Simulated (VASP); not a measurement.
# CoO (P1) in VASP: further runs

The runs below take CoO through single point, with PBEsol.

All numbers are computed with VASP 6.6.1; they aren't measurements. Logs are shortened: lines on timing, memory, paths and dates and some standing lists are left out, and cuts for length are marked.

### 1 The cell of the first run

The typed cell holds 2 atoms: a = 2.998 Å, b = 2.998 Å, c = 2.998 Å, α = 119.60°, β = 119.60°, γ = 90.69°.

### 2 Single point, PBEsol, collinear spin, ferromagnetic start

Contents of INCAR:

```
SYSTEM = CoO
PREC = Accurate
ENCUT = 520
EDIFF = 1E-7
ISMEAR = -1
SIGMA = 0.1
LREAL = .FALSE.
LASPH = .TRUE.
NELM = 150
ALGO = Normal
ISIF = 2
LWAVE = .FALSE.
LCHARG = .FALSE.
ISPIN = 2
MAGMOM = 1.8 0
LORBIT = 11
LMAXMIX = 4
GGA = PS
NBANDS = 18
```

Contents of KPOINTS:

```
regular mesh
0
G
  6 6 6
  0 0 0
```

Contents of POSCAR:

```
CoO
1.0
   -1.5080000000      1.5080000000      2.1072480000
    1.5080000000     -1.5080000000      2.1072480000
    1.5080000000      1.5080000000     -2.1072480000
Co O
1 1
Direct
    0.0071684057     -0.0075931170     -0.0262333032
    0.4812406940      0.4948091806     -0.0069272090
```

Potentials or basis: VASP PAW PBE potentials, release 64 (Co, O).

Launch:

```console
> cat potpaw_PBE.64/Co/POTCAR potpaw_PBE.64/O/POTCAR > POTCAR
> mpirun -np 1 vasp_std > vasp.out
```

OUTCAR:

```text
SYSTEM = CoO
   PREC = Accurate
   ENCUT = 520
   EDIFF = 1E-7
   ISMEAR = -1
   LREAL = .FALSE.
   LASPH = .TRUE.
   NELM = 150
   ISIF = 2
   ISPIN = 2
   LORBIT = 11
   GGA = PS

 ion  position               nearest neighbor table
   1  0.007  0.992  0.974-   2 2.02   2 2.07   2 2.09   2 2.18   2 2.20   2 2.20
   2  0.481  0.495  0.993-   1 2.02   1 2.07   1 2.09   1 2.18   1 2.20   1 2.20

  LATTYP: Found a body centered tetragonal cell.
 ALAT       =     3.0160000000
 C/A-ratio  =     1.3973793103

  Lattice vectors:

 A1 = (  -1.5080000000,   1.5080000000,   2.1072480000)
 A2 = (   1.5080000000,  -1.5080000000,   2.1072480000)
 A3 = (   1.5080000000,   1.5080000000,  -2.1072480000)

Analysis of symmetry for initial positions (statically):
=====================================================================
 Subroutine PRICEL returns:
 Original cell was already a primitive cell.

 Routine SETGRP: Setting up the symmetry group for a
 body centered tetragonal supercell.

 Subroutine GETGRP returns: Found  1 space group operations
 (whereof  1 operations were pure point group operations)
 out of a pool of 16 trial point group operations.

The static configuration has the point symmetry C_1 .

Analysis of symmetry for dynamics (positions and initial velocities):
=====================================================================
 Subroutine PRICEL returns:
 Original cell was already a primitive cell.

 Routine SETGRP: Setting up the symmetry group for a
 body centered tetragonal supercell.

 Subroutine GETGRP returns: Found  1 space group operations
 (whereof  1 operations were pure point group operations)
 out of a pool of 16 trial point group operations.

The dynamic configuration has the point symmetry C_1 .

Analysis of structural, dynamic, and magnetic symmetry:
=====================================================================
 Subroutine PRICEL returns:
 Original cell was already a primitive cell.

 Routine SETGRP: Setting up the symmetry group for a
 body centered tetragonal supercell.

 Subroutine GETGRP returns: Found  1 space group operations
 (whereof  1 operations were pure point group operations)
 out of a pool of 16 trial point group operations.

The overall configuration has the point symmetry C_1 .

 Subroutine INISYM returns: Found  1 space group operations
 (whereof  1 operations are pure point group operations),
 and found     1 'primitive' translations

----------------------------------------------------------------------------------------

                                     Primitive cell

  volume of cell :      19.1681

[... 107 lines left out ...]
     AMIX     =   0.40;   BMIX     =  1.00
     AMIX_MAG =   1.60;   BMIX_MAG =  1.00
  volume/ion in A,a.u.               =       9.58        64.68
  Fermi-wavevector in a.u.,A,eV,Ry     =   1.508618  2.850874 30.965864  2.275927
  Thomas-Fermi vector in A             =   2.619048
   LORBIT       =     11    0 simple, 1 ext, 2 COOP (PROOUT), +10 PAW based schemes
   GGA     = PS    functional components
   LHFCALC =     F    Hartree Fock is set to
   AEXX    =    0.0000 exact exchange contribution
   IVDW    =     0    specifies the selected vdW correction
   LEPSILON=     F    determine dielectric tensor
   LRPA    =     F    only Hartree local field effects (RPA)
 spin polarized calculation
  energy-cutoff  :      520.00
  volume of cell :       19.17
 maximum number of plane-waves:       531
 NGX is ok and might be reduce to    24
   NGX = 11   NGY = 11   NGZ = 11

 number of electron      15.0000000 magnetization       2.8178309

 Free energy of the ion-electron system (eV)
  ---------------------------------------------------
  ext. energy  EPLUGINS =         0.00000000
  ---------------------------------------------------
  free energy    TOTEN  =       -14.01786450 eV

  energy without entropy =      -13.90678562  energy(sigma->0) =      -13.96232506

 E-fermi :   7.9420     XC(G=0): -12.7026

 val. band max:        7.9418093759   @ k =  -0.1667   0.5000   0.3333
 cond. band min:       7.9445787781   @ k =  -0.1667   0.1667   0.3333
 fundamental gap:      0.0027694022
 Fermi energy:         7.9419848501

 spin component 1

 k-point     1 :       0.0000    0.0000    0.0000
  band No.  band energies     occupation
      1     -12.3974      1.00000
      2       4.0161      1.00000
      3       4.1509      1.00000
      4       4.2351      1.00000
      5       4.7928      1.00000
      6       4.8874      1.00000
[... 493 lines left out ...]
     17      35.8700      0.00000
     18      36.8614      0.00000

 [... further k-points ...]

 spin component 2

 k-point     1 :       0.0000    0.0000    0.0000
  band No.  band energies     occupation
      1     -11.9025      1.00000
      2       4.9718      1.00000
      3       5.0576      1.00000
      4       5.0769      1.00000
      5       6.8510      0.99998
      6       6.9108      0.99997
[... 493 lines left out ...]
     17      36.3493      0.00000
     18      37.3469      0.00000

 [... further k-points ...]
[... 5 lines left out ...]
  --------------------------------------------------------------------------------------
  -------------------------------------------------------------------------------------
  Total       -1.2275938     -1.1928762     -0.9331825     -0.0362935     -0.0111335      0.0550745
  in kB     -102.6093511    -99.7074591    -78.0007599     -3.0336209     -0.9305981      4.6034451
  external PRESSURE =     -93.4391901 kB  Pullay stress =       0.0000000 kB

 VOLUME and BASIS-vectors are now :
 -----------------------------------------------------------------------------
  energy-cutoff  :      520.00
  volume of cell :       19.17
      direct lattice vectors                 reciprocal lattice vectors
    -1.508000000  1.508000000  2.107248000     0.000000000  0.331564987  0.237276296
     1.508000000 -1.508000000  2.107248000     0.331564987  0.000000000  0.237276296
     1.508000000  1.508000000 -2.107248000     0.331564987  0.331564987  0.000000000

 POSITION                                       TOTAL-FORCE (eV/Angst)
 -----------------------------------------------------------------------------------
      2.95418     -0.01730      0.05439         0.015899     -0.010930     -0.154907
      1.51802      1.47709     -0.03587        -0.015899      0.010930      0.154907
 -----------------------------------------------------------------------------------
    total drift:                                0.000147     -0.000043     -0.000025

  FREE ENERGIE OF THE ION-ELECTRON SYSTEM (eV)
  ---------------------------------------------------
  free  energy   TOTEN  =       -14.0178644978 eV

  energy  without entropy=      -13.9067856213  energy(sigma->0) =      -13.96232506

 total charge

# of ion       s       p       d       tot
------------------------------------------
    1        0.303   0.372   7.166   7.841
    2        1.552   3.400   0.000   4.952
--------------------------------------------------
tot          1.855   3.772   7.166  12.793

 magnetization (x)

# of ion       s       p       d       tot
------------------------------------------
    1        0.019   0.020   2.439   2.478
    2        0.029   0.256   0.000   0.285
--------------------------------------------------
tot          0.048   0.276   2.439   2.764
```

stdout:

```text
POSCAR found type information on POSCAR CoO
 POSCAR found :  2 types and       2 ions
 scaLAPACK will be used
 -----------------------------------------------------------------------------
|                                                                             |
|                                                                             |
|     You enforced a specific xc type in the INCAR file but a different       |
|     I HOPE YOU KNOW WHAT YOU ARE DOING!                                     |
|                                                                             |
 -----------------------------------------------------------------------------

 LDA part: xc-table for (Slater+PW92), standard interpolation
 POSCAR, INCAR and KPOINTS ok, starting setup
 FFT: planning ... GRIDC
 FFT: planning ... GRID_SOFT
 FFT: planning ... GRID
 WAVECAR not read
 entering main loop
```

It took 67 s on 1 thread of AMD EPYC 9R45 (Zen 5), shared host; peak memory 0.16 GiB.

What came out:

```yaml
Free_energy: -14.0179 eV
Pressure: -9.3 GPa
Largest_force: 0.156 eV/Å
Net_moment: 2.82 μB per cell
Site_moments: Co +2.48; O +0.28 μB
Valence_electrons_inside_the_program's_atomic_spheres: Co 7.84; O 4.95
```

Forces in eV/Å, atoms in the order of the input:
```
Co   0.016 -0.011 -0.155
O   -0.016  0.011  0.155
```

Caveat: the k points lie up to 0.49 Å⁻¹ apart; the PAW data sets were made with another functional, which shifts forces and pressure a little; a cell with one magnetic atom can't hold antiferromagnetic order, which such compounds often take; semilocal functionals often make such compounds metallic where correlation or magnetic order opens a gap, which also shifts bond lengths. With open d or f shells a metallic result of PBEsol can be an artefact of self-interaction; +U or a hybrid may open a gap.

### 3 Single point, PBEsol, collinear spin, ferromagnetic start

Contents of INCAR:

```
  PREC = Accurate
  ENCUT = 520
  EDIFF = 1E-7
  ISMEAR = -1
  SIGMA = 0.1
  LREAL = F
  LASPH = T
  NELM = 150
  ALGO = Normal
  ISIF = 2
  LWAVE = F
  LCHARG = F
  ISPIN = 2
  MAGMOM = 1.8 0
  LORBIT = 11
  LMAXMIX = 4
  GGA = PS
  NBANDS = 18
```

Contents of KPOINTS:

```
regular mesh
0
Gamma
  6 6 6
```

Contents of POSCAR:

```
CoO
1.0
   -1.5080000000      1.5080000000      2.1072480000
    1.5080000000     -1.5080000000      2.1072480000
    1.5080000000      1.5080000000     -2.1072480000
Co O
1 1
Direct
    0.0061684117     -0.0084690791     -0.0089025977
    0.4822405693      0.4956851372     -0.0242582014
```

Potentials or basis: VASP PAW PBE potentials, release 64 (Co, O).

Launch:

```console
> cat potpaw_PBE.64/Co/POTCAR potpaw_PBE.64/O/POTCAR > POTCAR
> mpirun -np 1 vasp_std > vasp.out
```

Wall time 64 s (1 thread of AMD EPYC 9R45 (Zen 5), shared host); peak memory 0.16 GiB.

Results (log left out):

* Free energy: -14.0238 eV
* Pressure: -10.3 GPa
* Largest force: 0.038 eV/Å
* Net moment: 2.80 μB per cell
* Site moments: Co +2.47; O +0.28 μB
* Valence electrons inside the program's atomic spheres: Co 7.83; O 4.95

Forces in eV/Å, atoms in the order of the input:
```
Co   0.018 -0.032 -0.011
O   -0.018  0.032  0.011
```

Stress tensor (GPa, compression positive):
```
-10.06  -0.39   0.01
 -0.39 -10.30  -0.04
  0.01  -0.04 -10.46
```

Levels at points of the mesh, in eV from the Fermi level:
Spin up:
```csv
k point,band 7,band 8,band 9,band 10,band 11,band 12
"(0.00, 0.00, 0.00)",-2.89,-2.84,-2.79,0.88,16.56,17.96
"(0.50, 0.00, 0.00)",-1.78,0.10,0.17,4.88,9.23,13.16
"(0.00, 0.50, 0.00)",-1.79,0.06,0.16,4.90,9.24,13.19
"(0.00, 0.50, 0.50)",-1.79,0.10,0.16,4.89,9.24,13.16
"(0.50, 0.00, 0.50)",-1.79,0.06,0.16,4.89,9.24,13.19
"(0.50, 0.50, 0.00)",-2.32,-2.04,-2.02,5.73,9.66,11.55
"(0.00, 0.00, 0.50)",-2.32,-2.04,-2.02,5.73,9.63,11.53
"(0.50, 0.50, 0.50)",-2.31,-2.05,-2.04,5.74,9.77,11.37
```
Spin down:
```tsv
k point	band 3	band 4	band 5	band 6	band 7	band 8	band 9	band 10
(0.00, 0.00, 0.00)	-2.80	-2.77	-1.14	-1.07	-1.03	-0.15	-0.08	1.42
(0.50, 0.00, 0.00)	-4.85	-4.84	-0.13	-0.11	0.19	2.51	2.57	5.19
(0.00, 0.50, 0.00)	-4.85	-4.80	-0.14	-0.11	0.18	2.45	2.56	5.22
(0.00, 0.50, 0.50)	-4.84	-4.83	-0.13	-0.11	0.19	2.51	2.55	5.20
(0.50, 0.00, 0.50)	-4.85	-4.81	-0.14	-0.11	0.18	2.45	2.57	5.22
(0.50, 0.50, 0.00)	-4.05	-3.95	-2.27	0.14	0.17	0.31	0.80	6.54
(0.00, 0.00, 0.50)	-4.09	-3.96	-2.23	0.14	0.17	0.33	0.80	6.55
(0.50, 0.50, 0.50)	-4.09	-4.05	-2.21	0.15	0.16	0.37	0.80	6.56
```

Caveat: the k points lie up to 0.49 Å⁻¹ apart; the PAW data sets were made with another functional, which shifts forces and pressure a little; a cell with one magnetic atom can't hold antiferromagnetic order, which such compounds often take; semilocal functionals often make such compounds metallic where correlation or magnetic order opens a gap, which also shifts bond lengths.

### 4 Single point, PBEsol, collinear spin, ferromagnetic start

Contents of INCAR:

```
ALGO = Normal
EDIFF = 1E-6
ENCUT = 520
GGA = PS
ISIF = 2
ISMEAR = -1
ISPIN = 2
LASPH = T
LCHARG = T
LELF = T
LMAXMIX = 4
LORBIT = 11
LREAL = F
LVHAR = T
LWAVE = F
MAGMOM = 1.8 0
NBANDS = 18
NELM = 150
PREC = Accurate
SIGMA = 0.1
```

Contents of KPOINTS:

```
k-points
0
Gamma
  6 6 6
```

Contents of POSCAR:

```
CoO
1.0
   -1.5080000000      1.5080000000      2.1072480000
    1.5080000000     -1.5080000000      2.1072480000
    1.5080000000      1.5080000000     -2.1072480000
Co O
1 1
Direct
    0.0050150890     -0.0081071483     -0.0093045300
    0.4833939003      0.4953232071     -0.0238562618
```

Potentials or basis: VASP PAW PBE potentials, release 64 (Co, O).

Launch:

```console
> cat potpaw_PBE.64/Co/POTCAR potpaw_PBE.64/O/POTCAR > POTCAR
> mpirun -np 1 vasp_std > vasp.out
```

OUTCAR:

```text
EDIFF = 1E-6
   ENCUT = 520
   GGA = PS
   ISIF = 2
   ISMEAR = -1
   ISPIN = 2
   LASPH = T
   LORBIT = 11
   LREAL = F
   NELM = 150
   PREC = Accurate

 ion  position               nearest neighbor table
   1  0.005  0.992  0.991-   2 2.08   2 2.10   2 2.10   2 2.12   2 2.16   2 2.19
   2  0.483  0.495  0.976-   1 2.08   1 2.10   1 2.10   1 2.12   1 2.16   1 2.19

  LATTYP: Found a body centered tetragonal cell.
 ALAT       =     3.0160000000
 C/A-ratio  =     1.3973793103

  Lattice vectors:

 A1 = (  -1.5080000000,   1.5080000000,   2.1072480000)
 A2 = (   1.5080000000,  -1.5080000000,   2.1072480000)
 A3 = (   1.5080000000,   1.5080000000,  -2.1072480000)

Analysis of symmetry for initial positions (statically):
=====================================================================
 Subroutine PRICEL returns:
 Original cell was already a primitive cell.

 Routine SETGRP: Setting up the symmetry group for a
 body centered tetragonal supercell.

 Subroutine GETGRP returns: Found  1 space group operations
 (whereof  1 operations were pure point group operations)
[... 693 lines left out ...]
 spin component 2

 k-point     1 :       0.0000    0.0000    0.0000
  band No.  band energies     occupation
      1     -11.8999      1.00000
      2       5.1264      1.00000
      3       5.1573      1.00000
      4       5.1744      1.00000
      5       6.8029      0.99999
      6       6.8572      0.99998
[... 493 lines left out ...]
     17      36.2964      0.00000
     18      37.2525      0.00000

 [... further k-points ...]
[... 5 lines left out ...]
  --------------------------------------------------------------------------------------
  -------------------------------------------------------------------------------------
  Total       -1.2442541     -1.2687384     -1.2663648     -0.0351965     -0.0037209      0.0009571
  in kB     -104.0019126   -106.0484503   -105.8500541     -2.9419265     -0.3110147      0.0800027
  external PRESSURE =    -105.3001390 kB  Pullay stress =       0.0000000 kB

 VOLUME and BASIS-vectors are now :
 -----------------------------------------------------------------------------
  energy-cutoff  :      520.00
  volume of cell :       19.17
      direct lattice vectors                 reciprocal lattice vectors
    -1.508000000  1.508000000  2.107248000     0.000000000  0.331564987  0.237276296
     1.508000000 -1.508000000  2.107248000     0.331564987  0.000000000  0.237276296
     1.508000000  1.508000000 -2.107248000     0.331564987  0.331564987  0.000000000

 POSITION                                       TOTAL-FORCE (eV/Angst)
 -----------------------------------------------------------------------------------
      2.98218      0.00576      0.01309         0.013057     -0.027230     -0.009022
      1.49001      1.45404      0.00542        -0.013057      0.027230      0.009022
 -----------------------------------------------------------------------------------
    total drift:                                0.000092      0.000047      0.000071

  FREE ENERGIE OF THE ION-ELECTRON SYSTEM (eV)
  ---------------------------------------------------
  free  energy   TOTEN  =       -14.0239941896 eV

  energy  without entropy=      -13.9118647041  energy(sigma->0) =      -13.96792945

 total charge

# of ion       s       p       d       tot
------------------------------------------
    1        0.300   0.367   7.162   7.829
    2        1.551   3.399   0.000   4.950
--------------------------------------------------
tot          1.851   3.766   7.162  12.779

 magnetization (x)

# of ion       s       p       d       tot
------------------------------------------
    1        0.020   0.018   2.435   2.473
    2        0.029   0.249   0.000   0.278
--------------------------------------------------
tot          0.049   0.267   2.435   2.751
```

OSZICAR:

```text
N       E                     dE             d eps       ncg     rms          rms(c)
DAV:   1     0.749154919283E+02    0.74915E+02   -0.65770E+03  8440   0.962E+02
DAV:   2    -0.115479820094E+02   -0.86463E+02   -0.74737E+02  8484   0.220E+02
DAV:   3    -0.162088667241E+02   -0.46609E+01   -0.44811E+01  9388   0.540E+01
DAV:   4    -0.162573263423E+02   -0.48460E-01   -0.48413E-01  9922   0.524E+00
DAV:   5    -0.162584560302E+02   -0.11297E-02   -0.11295E-02 10038   0.804E-01    0.159E+01
DAV:   6    -0.154215642717E+02    0.83689E+00   -0.15916E+01 10004   0.602E+01    0.191E+01
DAV:   7    -0.141179905582E+02    0.13036E+01   -0.74789E+00  9650   0.470E+01    0.785E+00
DAV:   8    -0.140432332135E+02    0.74757E-01   -0.34026E-01 11610   0.911E+00    0.410E+00
DAV:   9    -0.140264803398E+02    0.16753E-01   -0.23067E-01 11534   0.827E+00    0.295E+00
DAV:  10    -0.140296557469E+02   -0.31754E-02   -0.51926E-02 11686   0.425E+00    0.115E+00
DAV:  11    -0.140238957528E+02    0.57600E-02   -0.39511E-02 11162   0.336E+00    0.346E-01
DAV:  12    -0.140240247033E+02   -0.12895E-03   -0.37498E-03  9940   0.642E-01    0.950E-02
DAV:  13    -0.140240105835E+02    0.14120E-04   -0.17133E-04  9500   0.108E-01    0.825E-02
DAV:  14    -0.140239893290E+02    0.21255E-04   -0.57157E-05 12188   0.984E-02    0.193E-02
DAV:  15    -0.140239949790E+02   -0.56499E-05   -0.21090E-05  9958   0.297E-02    0.198E-02
DAV:  16    -0.140239941896E+02    0.78939E-06   -0.45457E-07  4836   0.110E-02
   1 F= -.14023994E+02 E0= -.13967929E+02  d E =-.112129E+00  mag=     2.8025
```

stdout:

```text
POSCAR found type information on POSCAR CoO
 POSCAR found :  2 types and       2 ions
 scaLAPACK will be used
 -----------------------------------------------------------------------------
|                                                                             |
|                                                                             |
|     You enforced a specific xc type in the INCAR file but a different       |
|     I HOPE YOU KNOW WHAT YOU ARE DOING!                                     |
|                                                                             |
 -----------------------------------------------------------------------------

 LDA part: xc-table for (Slater+PW92), standard interpolation
 POSCAR, INCAR and KPOINTS ok, starting setup
 FFT: planning ... GRIDC
 FFT: planning ... GRID_SOFT
 FFT: planning ... GRID
 WAVECAR not read
 entering main loop
```

Wall time 57 s (1 thread of AMD EPYC 9R45 (Zen 5), shared host); peak memory 0.16 GiB.

What came out:

| Property | Result |
| --- | --- |
| Free energy | -14.0240 eV |
| Pressure | -10.5 GPa |
| Largest force | 0.032 eV/Å |
| Net moment | 2.80 μB per cell |
| Site moments | Co +2.47; O +0.28 μB |
| Valence electrons inside the program's atomic spheres | Co 7.83; O 4.95 |

Forces in eV/Å, atoms in the order of the input:
```
Co   0.013 -0.027 -0.009
O   -0.013  0.027  0.009
```

Caveat: the k points lie up to 0.49 Å⁻¹ apart; the PAW data sets were made with another functional, which shifts forces and pressure a little; a cell with one magnetic atom can't hold antiferromagnetic order, which such compounds often take; semilocal functionals often make such compounds metallic where correlation or magnetic order opens a gap, which also shifts bond lengths. With open d or f shells a metallic result of PBEsol can be an artefact of self-interaction; +U or a hybrid may open a gap.

[end of part 1 of 2]
